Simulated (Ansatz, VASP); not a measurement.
**Two plane-wave programs on WS**

POSCAR

```
WS
1.0
    3.1236202295      0.0000000000      0.0000000000
    0.0000000000      3.1236202295      0.0000000000
    0.0000000000      0.0000000000      3.1236202295
W S
1 1
Direct
    0.0000000000      0.0000000000      0.0000000000
    0.5000000000      0.5000000000      0.5000000000
```

File INCAR.step1:

```
SYSTEM = WS
ALGO = Normal ; EDIFF = 1E-4
ENCUT = 520 ; GGA = PE
ISMEAR = 0 ; ISPIN = 2
LASPH = .True. ; LCHARG = .False.
LDAU = .True. ; LDAUJ = 0 0
LDAUL = 2 -1 ; LDAUTYPE = 2
LDAUU = 6.2 0 ; LMAXMIX = 4
LREAL = .False. ; LWAVE = .True.
MAGMOM = 2.5 0 ; NBANDS = 21
NELM = 150 ; PREC = Accurate
SIGMA = 0.1
```

INCAR.step2

```
SYSTEM = WS
ALGO = Normal ; EDIFF = 1E-7
ENCUT = 520 ; ISIF = 2
ISMEAR = 0 ; ISPIN = 2
ISTART = 1 ; LASPH = .True.
LCHARG = .True. ; LDAU = .True.
LDAUJ = 0 0 ; LDAUL = 2 -1
LDAUPRINT = 1 ; LDAUTYPE = 2
LDAUU = 6.2 0 ; LELF = .True.
LMAXMIX = 4 ; LMIXTAU = .True.
LORBIT = 11 ; LREAL = .False.
LVHAR = .True. ; LWAVE = .False.
MAGMOM = 2.5 0 ; METAGGA = R2SCAN
NBANDS = 21 ; NELM = 150
PREC = Accurate ; SIGMA = 0.1
```

KPOINTS

```
k-points
0
Gamma
  14 14 14
  0 0 0
```

Input for Ansatz:

```yaml
crystal:
  lattice:
    - [3.1236202295, 0.0, 0.0]
    - [0.0, 3.1236202295, 0.0]
    - [0.0, 0.0, 3.1236202295]
  atoms:
    - { symbol: W, position: [0.0, 0.0, 0.0], spin: 2.5 }
    - { symbol: S, position: [0.5, 0.5, 0.5] }
basis:
  ecutwfc: 500
kpoints:
  mp_grid: { grid: [14, 14, 14] }
hamiltonian:
  xc: r2scan
  hubbard: { sites: [{ species: W, l: d, u_eff: 6.2 }] }
scf:
  occupations: { method: gaussian, width: 0.1 }
output:
  forces: true
  stress: true
  eigenvalues: true
  populations: true
  write_density: true
  write_potential: true
  elf: true
  volumetric_format: npy
magnetization:
  spin_polarized: true
```

Alike in both runs: task single point; functional r2SCAN; k mesh 14 × 14 × 14; occupations gaussian, width 0.1 eV; collinear spin; Hubbard terms W d U = 6.2 eV.

|  | VASP | Ansatz |
| --- | --- | --- |
| version | VASP 6.6.1 | Ansatz 0.2.0 |
| potentials or method | VASP PAW PBE potentials, release 64 (W_sv, S), cutoff 520 eV | scalar-relativistic, plane waves, PAW |
| valence electrons in the cell | 20 | 20 |

Ansatz gave:

```
gap on the k mesh at the Fermi level (eV)                     : none
pressure (GPa)                                                : 39.0
net moment per atom (μB)                                      : 1.96
size of the moment on the site where the two differ most (μB) : 3.01
```

Problem. What did VASP give for the same quantities?

Solution. gap on the k mesh at the Fermi level (eV): none; pressure (GPa): -0.1; net moment per atom (μB): 0.92; size of the moment on the site where the two differ most (μB): 1.71.

The net moments are unlike, so the other rows may belong to different states. VASP's potentials were made for PBE, not for r2SCAN. Site moments also hang on the region over which each program counts them. The programs project onto different local orbitals, so the same U acts differently, and such runs can settle in different states. A gap of «none» marks a metal or a gap that the smearing closes. Ansatz's warnings: filled band counts differ across k points, stability check not made.

Spin-orbit coupling is off throughout.
